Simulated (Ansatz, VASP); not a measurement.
**AlRu in VASP and in Ansatz**

INCAR

```
SYSTEM = AlRu
ALGO = Fast ; EDIFF = 1E-6
ENCUT = 520 ; GGA = PS
ISIF = 2 ; ISMEAR = 0
LASPH = .TRUE. ; LCHARG = .TRUE.
LELF = .TRUE. ; LREAL = .FALSE.
LVHAR = .TRUE. ; LWAVE = .FALSE.
NBANDS = 25 ; NELM = 100
PREC = Accurate ; SIGMA = 0.15
```

KPOINTS

```
k-points
0
G
  16 16 8
  0 0 0
```

POSCAR

```
AlRu
1.0
    2.9763250904      0.0000000000      0.0000000000
    0.0000000000      2.9763250904      0.0000000000
    0.0000000000      0.0000000000      5.9526501809
Al Ru
2 2
Direct
    0.0000000000      0.0000000000     -0.0098107563
    0.0000000000      0.0000000000      0.5098107563
    0.4948258340      0.5000000000      0.2500000000
    0.5051741660      0.5000000000      0.7500000000
```

Input for Ansatz:

```yaml
crystal:
  lattice:
    - [2.9763250904, 0.0, 0.0]
    - [0.0, 2.9763250904, 0.0]
    - [0.0, 0.0, 5.9526501809]
  atoms:
    - { symbol: Al, position: [0.0, 0.0, -0.0098107563] }
    - { symbol: Al, position: [0.0, 0.0, 0.5098107563] }
    - { symbol: Ru, position: [0.494825834, 0.5, 0.25] }
    - { symbol: Ru, position: [0.505174166, 0.5, 0.75] }
basis:
  ecutwfc: 420
kpoints:
  mp_grid: { grid: [16, 16, 8] }
hamiltonian:
  xc: pbesol
  pseudopotentials: { kind: paw, azcp: { folder: soft_1 } }
scf:
  occupations: { method: gaussian, width: 0.15 }
output:
  forces: true
  stress: true
  eigenvalues: true
```

Change from the starting cell: mode 4 frozen in at -0.015 Å and mode 12 at -0.058 Å (largest displacements).

Alike in both runs: task single point; functional PBEsol; k mesh 16 × 16 × 8; occupations gaussian, width 0.15 eV; no spin polarisation.

|  | VASP | Ansatz |
| --- | --- | --- |
| version | VASP 6.6.1 | Ansatz 0.2.0 |
| potentials or method | VASP PAW PBE potentials, release 64 (Al, Ru_pv), cutoff 520 eV | scalar-relativistic, plane waves, PAW |
| valence electrons in the cell | 34 | 38 |

|  | VASP | Ansatz | Ansatz less VASP |
| --- | --- | --- | --- |
| gap on the k mesh at the Fermi level (eV) | none | none | - |
| pressure (GPa) | 0.5 | 0.4 | -0.14 |
| traceless stress, the component that is largest in VASP (GPa) | 0.14 | 0.15 | +0.002 |
| rms of the force components (eV/Å) | 0.282 | 0.280 | -0.0017 |

VASP's potentials were made for PBE, not for PBEsol, and Ansatz warns of the same on its side. Atom by atom the forces differ by 0.002 eV/Å (rms over components). A gap of «none» marks a metal or a gap that the smearing closes. The functional is the same, so the differences come from potentials, cutoffs and numerics. VASP's potentials hold 34 valence electrons a cell and Ansatz's 38, so a difference there can come from the potentials and not from the codes.
